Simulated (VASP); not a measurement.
A run of VASP 6.6.1:

Contents of INCAR:

```
SYSTEM = HgTe
ALGO = Normal
EDIFF = 1E-7
ENCUT = 520
GGA = PE
ISIF = 2
ISMEAR = 0
LASPH = .TRUE.
LCHARG = .FALSE.
LREAL = .FALSE.
LWAVE = .FALSE.
NBANDS = 16
NELM = 60
PREC = Accurate
SIGMA = 0.15
```

Contents of KPOINTS:

```
k-points
0
G
  14 14 14
  0 0 0
```

File POSCAR:

```
HgTe
1.0
    0.0000000000      3.2235000000      3.2235000000
    3.2235000000      0.0000000000      3.2235000000
    3.2235000000      3.2235000000      0.0000000000
Hg Te
1 1
Direct
   -0.0044776661     -0.0044776661     -0.0044776661
    0.7500000000      0.7500000000      0.7500000000
```

Potentials or basis: VASP PAW PBE potentials, release 64 (Hg, Te).

Command:

```bash
$ cat potpaw_PBE.64/Hg/POTCAR potpaw_PBE.64/Te/POTCAR > POTCAR
$ mpirun -np 1 vasp_std > vasp.out
```

Hardware: 1 thread of Intel(R) Xeon(R) 6975P-C (Granite Rapids), on a shared host.

How long does it take, and how much memory?

It took 4.8 min on 1 thread of Intel(R) Xeon(R) 6975P-C (Granite Rapids) (shared host), peak memory 0.45 GiB. Counts: scf iterations 15, k points 288.
